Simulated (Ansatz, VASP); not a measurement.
**Ti: VASP beside Ansatz**

```
CELL_PARAMETERS angstrom
-1.68537 1.68537 1.56499
1.68537 -1.68537 1.56499
1.68537 1.68537 -1.56499
ATOMIC_POSITIONS crystal
Ti 0.00000 0.00000 0.00000
```

Change from the starting cell: strain +0.050 along x and y, -0.025 along z, atoms carried along.

Alike in both runs: task single point; functional PBEsol; k mesh 26 × 26 × 26; occupations gaussian, width 0.15 eV; no spin polarisation.

```csv
,VASP,Ansatz
version,VASP 6.6.1,Ansatz 0.2.0
potentials or method,"VASP PAW PBE potentials, release 64 (Ti_sv), cutoff 520 eV","scalar-relativistic, plane waves, PAW"
valence electrons in the cell,12,12
```

Ansatz gave:

| Property | Result |
| --- | --- |
| gap on the k mesh at the Fermi level (eV) | none |
| pressure (GPa) | -7.1 |
| traceless stress, the component that is largest in VASP (GPa) | -1.47 |

Question: Which values does VASP return?

Answer: gap on the k mesh at the Fermi level (eV): none; pressure (GPa): -7.3; traceless stress, the component that is largest in VASP (GPa): -1.47.

VASP's potentials were made for PBE, not for PBEsol. A gap of «none» marks a metal or a gap that the smearing closes. The functional is the same, so the differences come from potentials, cutoffs and numerics.
